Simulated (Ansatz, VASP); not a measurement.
**Two plane-wave programs on W**

INCAR

```
PREC = Accurate
ENCUT = 520
EDIFF = 1E-7
ISMEAR = 0
SIGMA = 0.05
LREAL = False
LASPH = True
NELM = 80
ALGO = Normal
ISIF = 2
LWAVE = False
LCHARG = True
GGA = PS
LELF = True
LVHAR = True
NBANDS = 66
```

The input KPOINTS:

```
regular mesh
0
Gamma
  9 9 9
```

The input POSCAR:

```
W
1.0
    5.0830000000      0.0000000000      0.0000000000
    0.0000000000      5.0830000000      0.0000000000
    0.0000000000      0.0000000000      5.0830000000
W
8
Direct
    0.5000000000      0.2500000000      0.0000000000
    0.5000000000      0.7500000000      0.0000000000
    0.7500000000      0.0000000000      0.5000000000
    0.2500000000      0.0000000000      0.5000000000
    0.0000000000      0.5000000000      0.7500000000
    0.0000000000      0.5000000000      0.2500000000
    0.5000000000      0.5000000000      0.5000000000
    0.0000000000      0.0000000000      0.0000000000
```

Input for Ansatz:

```yaml
crystal:
  lattice:
    - [5.083, 0.0, 0.0]
    - [0.0, 5.083, 0.0]
    - [0.0, 0.0, 5.083]
  atoms:
    - { symbol: W, position: [0.5, 0.25, 0.0] }
    - { symbol: W, position: [0.5, 0.75, 0.0] }
    - { symbol: W, position: [0.75, 0.0, 0.5] }
    - { symbol: W, position: [0.25, 0.0, 0.5] }
    - { symbol: W, position: [0.0, 0.5, 0.75] }
    - { symbol: W, position: [0.0, 0.5, 0.25] }
    - { symbol: W, position: [0.5, 0.5, 0.5] }
    - { symbol: W, position: [0.0, 0.0, 0.0] }
hamiltonian:
  xc: pbesol
  pseudopotentials: { kind: paw }
kpoints:
  mp_grid: { grid: [9, 9, 9] }
scf:
  occupations: { method: gaussian, width: 0.05 }
  convergence: { dr2_threshold: 1.0e-09 }
basis:
  ecutwfc: 600
output:
  eigenvalues: true
  forces: true
  stress: true
```

Alike in both runs: task single point; functional PBEsol; k mesh 9 × 9 × 9; occupations gaussian, width 0.05 eV; no spin polarisation.

|  | VASP | Ansatz |
| --- | --- | --- |
| version | VASP 6.6.1 | Ansatz 0.2.0 |
| potentials or method | VASP PAW PBE potentials, release 64 (W_sv), cutoff 520 eV | scalar-relativistic, plane waves, PAW |
| valence electrons in the cell | 112 | 112 |

Ansatz gave:

| Quantity | Value |
| --- | --- |
| gap on the k mesh at the Fermi level (eV) | none |
| pressure (GPa) | -8.8 |

**Question.** What did VASP give for the same quantities?

**Answer.** gap on the k mesh at the Fermi level (eV): none; pressure (GPa): -8.2.

VASP's potentials were made for PBE, not for PBEsol. A gap of «none» marks a metal or a gap that the smearing closes. The functional is the same, so the differences come from potentials, cutoffs and numerics. Ansatz's warnings: stress scf threshold loose.

Spin-orbit coupling is off throughout.
